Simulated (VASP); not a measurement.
Set up this calculation in VASP 6.6.1, as the native input.

```yaml
Task: single point
Functional: PBE
Potentials_or_basis: VASP PAW PBE potentials, release 64 (Zn, S)
Cutoff: 500 eV
k_mesh: 3 × 3 × 3
Occupations: gaussian, width 0.01 eV
Spin: no spin polarisation
Dipole_correction: no
Further_INCAR_settings: LREAL = Auto; ALGO = Normal; EDIFF = 1e-06; NBANDS = 166
```

The structure of ZnS lies in POSCAR:

```
ZnS
1.0
   -5.4423086076      5.4423086076     -5.4423086076
    5.4423086076     -5.4423086076     -5.4423086076
   -5.4423086076     -5.4423086076      5.4423086076
Zn S
16 16
Direct
    0.5000000000      0.2500000000      0.2500000000
    0.2500000000      0.2500000000      0.5000000000
    0.0000000000      0.2500000000      0.7500000000
    0.7500000000      0.0000000000      0.2500000000
    0.7500000000      0.2500000000      0.0000000000
    0.5000000000      0.0000000000      0.5000000000
    0.2500000000      0.0000000000      0.7500000000
    0.0000000000      0.7500000000      0.2500000000
    1.0000000000      1.0000000000      1.0000000000
    0.7500000000      0.7500000000      0.5000000000
    0.5000000000      0.7500000000      0.7500000000
    0.2500000000      0.5000000000      0.2500000000
    0.2500000000      0.7500000000      0.0000000000
    0.0000000000      0.5000000000      0.5000000000
    0.7500000000      0.5000000000      0.7500000000
    0.5000000000      0.5000000000      0.0000000000
    0.5000000000      0.0000000000      0.2500000000
    0.2500000000      0.0000000000      0.5000000000
    0.0000000000      0.0000000000      0.7500000000
    0.7500000000      0.7500000000      0.2500000000
    0.7500000000      0.0000000000      0.0000000000
    0.5000000000      0.7500000000      0.5000000000
    0.2500000000      0.7500000000      0.7500000000
    0.0000000000      0.5000000000      0.2500000000
    0.0000000000      0.7500000000      0.0000000000
    0.7500000000      0.5000000000      0.5000000000
    0.5000000000      0.5000000000      0.7500000000
    0.2500000000      0.2500000000      0.2500000000
    0.2500000000      0.5000000000      0.0000000000
    0.0000000000      0.2500000000      0.5000000000
    0.7500000000      0.2500000000      0.7500000000
    0.5000000000      0.2500000000      0.0000000000
```

One way to write it, as run:

INCAR

```
SYSTEM = ZnS
ALGO     = Normal         ! electronic algorithm
EDIFF    = 1E-6           ! SCF threshold, eV
ENCUT    = 500            ! plane-wave cutoff, eV
GGA      = PE             ! functional
GGA_COMPAT= .False.      
ISIF     = 2              ! what is computed and relaxed
ISMEAR   = 0              ! smearing method
LASPH    = .True.         ! aspherical terms in the spheres
LCHARG   = .False.        ! write CHGCAR
LREAL    = Auto         
LWAVE    = .False.        ! write WAVECAR
NBANDS   = 166            ! bands
NELM     = 120            ! most SCF steps
PREC     = Accurate       ! precision mode
SIGMA    = 0.01           ! smearing width, eV
```

KPOINTS

```
k-points
0
Gamma
  3 3 3
  0 0 0
```

Potentials or basis: VASP PAW PBE potentials, release 64 (Zn, S).

The run is started by

```console
$ cat potpaw_PBE.64/Zn/POTCAR potpaw_PBE.64/S/POTCAR > POTCAR
$ mpirun -np 1 vasp_std > vasp.out
```

It gave:

The pressure is 0.2 GPa and the band gap on the k mesh is 2.02 eV.

Run time: 15 min on 1 thread of Intel(R) Xeon(R) Platinum 8375C CPU @ 2.90GHz (Ice Lake), with other jobs on the host, peak memory 0.82 GiB.
